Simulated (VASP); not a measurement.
Write the native input for VASP 6.6.1 that does the following.

- Task: single point
- Functional: PBE
- Potentials or basis: VASP PAW PBE potentials, release 64 (Sn_d, H)
- Cutoff: 520 eV
- k mesh: 9 × 9 × 7
- Occupations: fermi-dirac, width 0.1 eV
- Spin: no spin polarisation
- Dipole correction: no
- Further INCAR settings: ALGO = Normal; EDIFF = 1e-06; NBANDS = 23

The structure of SnH lies in POSCAR:

```
SnH
1.0
    3.8090600000      0.0000000000      0.0000000000
    0.0000000000      3.8090600000      0.0000000000
    0.0000000000      0.0000000000      4.8427140000
Sn H
2 2
Direct
    0.2500000000      0.2500000000      0.2377000000
    0.7500000000      0.7500000000      0.7623000000
    0.7500000000      0.2500000000      0.0000000000
    0.2500000000      0.7500000000      0.0000000000
```

The input as run:

INCAR

```
PREC = Accurate
ENCUT = 520
EDIFF = 1E-6
ISMEAR = -1
SIGMA = 0.1
LREAL = F
LASPH = T
NELM = 80
ALGO = Normal
ISIF = 2
LWAVE = F
LCHARG = F
GGA = PE
NBANDS = 23
```

KPOINTS

```
regular mesh
0
Gamma
  9 9 7
```

Potentials or basis: VASP PAW PBE potentials, release 64 (Sn_d, H).

Launch:

```console
$ cat potpaw_PBE.64/Sn_d/POTCAR potpaw_PBE.64/H/POTCAR > POTCAR
$ mpirun -np 1 vasp_std > vasp.out
```

It gave:

```yaml
Pressure: 0.4 GPa
Largest_force: 0.714 eV/Å
Band_gap_on_the_k_mesh: zero (bands 15 and 16 overlap by 2.77 eV)
```

Caveat: spin-orbit coupling is left out, which moves the levels of the heavy elements.

It took 49 s on 1 thread of Intel(R) Xeon(R) Platinum 8375C CPU @ 2.90GHz (Ice Lake), on a shared host, peak memory 0.22 GiB.
